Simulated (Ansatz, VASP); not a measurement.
# NaH8ClO4: VASP beside Ansatz

```
O H Na Cl
1.0
     5.97396    0.00000    0.00000
     0.00000    5.97396    0.00000
     0.00000    0.00000    5.97396
O H Na Cl
4 8 1 1
Direct
  0.55315 0.42245 0.49915
  0.88330 0.79381 0.33749
  0.20569 0.12337 0.36575
  0.11447 0.34614 0.83680
  0.68403 0.51850 0.51149
  0.58767 0.29345 0.59898
  0.80295 0.87487 0.45629
  0.81797 0.84747 0.19551
  0.19348 0.17191 0.52167
  0.10092 0.99658 0.35038
  0.06776 0.47759 0.75341
  0.97666 0.25109 0.85224
  0.38835 0.34882 0.12911
  0.70854 0.03467 0.83916
```

Alike in both runs: functional PBE; dispersion D3(BJ); k mesh 1 × 1 × 1; occupations fermi-dirac, width 0.05 eV; no spin polarisation.

Ansatz relaxed the structure, and its values are those at the end. VASP's run is a single point on that final structure, the one shown.

|  | VASP | Ansatz |
| --- | --- | --- |
| version | VASP 6.6.1 | Ansatz 0.2.0 |
| potentials or method | VASP PAW PBE potentials, release 64 (O, H, Na_sv, Cl), cutoff 840 eV | scalar-relativistic, plane waves, PAW |
| valence electrons in the cell | 48 | 48 |

VASP gave:

| Item | Value |
| --- | --- |
| gap on the k mesh at the Fermi level (eV) | 4.15 |
| rms of the force components (eV/Å) | 0.101 |

Problem. Estimate Ansatz's values.

Solution. gap on the k mesh at the Fermi level (eV): 4.15; rms of the force components (eV/Å): 0.116.

Ansatz's warnings: dispersion switch in reach, xc potential rough in thin density.
